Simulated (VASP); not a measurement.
Input of a VASP 6.6.1 run:

INCAR

```
SYSTEM = HfC
ALGO = Normal
EDIFF = 1E-6
ENCUT = 520
ISIF = 2
ISMEAR = -1
ISPIN = 2
LASPH = .True.
LCHARG = .True.
LELF = .True.
LMAXMIX = 4
LORBIT = 11
LREAL = .False.
LVHAR = .True.
LWAVE = .False.
MAGMOM = 0.8 0
NBANDS = 18
NELM = 150
NUPDOWN = 0.8
PREC = Accurate
SIGMA = 0.03
```

The input KPOINTS:

```
k-points
0
Gamma
  14 14 14
  0 0 0
```

POSCAR

```
HfC
1.0
    0.0000000000      2.3250000000      2.3250000000
    2.3250000000      0.0000000000      2.3250000000
    2.3250000000      2.3250000000      0.0000000000
Hf C
1 1
Direct
    0.5000000000      0.5000000000      0.5000000000
    0.0000000000      0.0000000000      0.0000000000
```

Potentials or basis: VASP PAW LDA potentials, release 64 (Hf_pv, C).

Run with:

```sh
$ cat potpaw_LDA.64/Hf_pv/POTCAR potpaw_LDA.64/C/POTCAR > POTCAR
$ mpirun -np 1 vasp_std > vasp.out
```

Question: Predict the pressure.

Answer: -8.8 GPa.

Caveat: the total moment is fixed, so each spin has its own Fermi level.
